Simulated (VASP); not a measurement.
Set up this calculation in VASP 6.6.1, as the native input.

```yaml
Task: single point
Functional: PBE
Dispersion: D3(BJ)
Potentials_or_basis: VASP PAW PBE potentials, release 64 (Pt)
Cutoff: 520 eV
k_mesh: 4 × 4 × 1
Occupations: gaussian, width 0.1 eV
Spin: no spin polarisation
Dipole_correction: yes
Further_INCAR_settings: LREAL = Auto; ALGO = Normal; EDIFF = 1e-06; NBANDS = 94
```

The structure of Pt lies in POSCAR:

```
Pt
1.0
    5.5557316929      0.0000000000      0.0000000000
    0.0000000000      5.5557316929      0.0000000000
    0.0000000000      0.0000000000     24.5333433317
Pt
16
Direct
    0.2500000000      0.2500000000      0.3260868236
    0.2500000000      0.7500000000      0.3260868236
    0.7500000000      0.2500000000      0.3260868236
    0.7500000000      0.7500000000      0.3260868236
    0.5000000000      0.5000000000      0.4061512384
    0.5000000000      0.0000000000      0.4061512384
    0.0000000000      0.5000000000      0.4061512384
    0.0000000000      0.0000000000      0.4061512384
    0.7513854380      0.7499331556      0.4843548616
    0.7520242595      0.2499165014      0.4869795059
    0.2517921530      0.7499104716      0.4856027779
    0.2503158356      0.2499489269      0.4860414899
    0.0017491192     -0.0013748084      0.5691341750
    0.0016127159      0.5004681153      0.5691761537
    0.5038222019     -0.0038022996      0.5685024618
    0.5039121381      0.5033734713      0.5685485709
```

One way to write it, as run:

INCAR

```
SYSTEM = Pt
PREC     = Accurate       ! precision mode
ENCUT    = 520            ! plane-wave cutoff, eV
EDIFF    = 1E-6           ! SCF threshold, eV
ISMEAR   = 0              ! smearing method
SIGMA    = 0.1            ! smearing width, eV
LREAL    = Auto         
LASPH    = .True.         ! aspherical terms in the spheres
NELM     = 100            ! most SCF steps
ALGO     = Normal         ! electronic algorithm
ISIF     = 2              ! what is computed and relaxed
LWAVE    = .False.        ! write WAVECAR
LCHARG   = .False.        ! write CHGCAR
LDIPOL   = .True.       
IDIPOL   = 3            
DIPOL    = 0.5 0.5 0.447
GGA      = PE             ! functional
IVDW     = 12             ! dispersion correction
NBANDS   = 94             ! bands
```

KPOINTS

```
regular mesh
0
Gamma
  4 4 1
  0 0 0
```

Potentials or basis: VASP PAW PBE potentials, release 64 (Pt).

Launch:

```console
$ cat potpaw_PBE.64/Pt/POTCAR > POTCAR
$ mpirun -np 1 vasp_std > vasp.out
```

It gave:

```yaml
Largest_force: 0.917 eV/Å
Band_gap_on_the_k_mesh: zero (band 80 reaches -0.02 eV, above the bottom of band 81 at -0.47 eV)
Dispersion_energy_per_atom: -0.542 eV
```

Caveat: spin-orbit coupling is left out, which moves the levels of the heavy elements.

Wall time 32 min on 1 thread of Intel(R) Xeon(R) 6975P-C (Granite Rapids), on a shared host, peak memory 0.9 GiB.
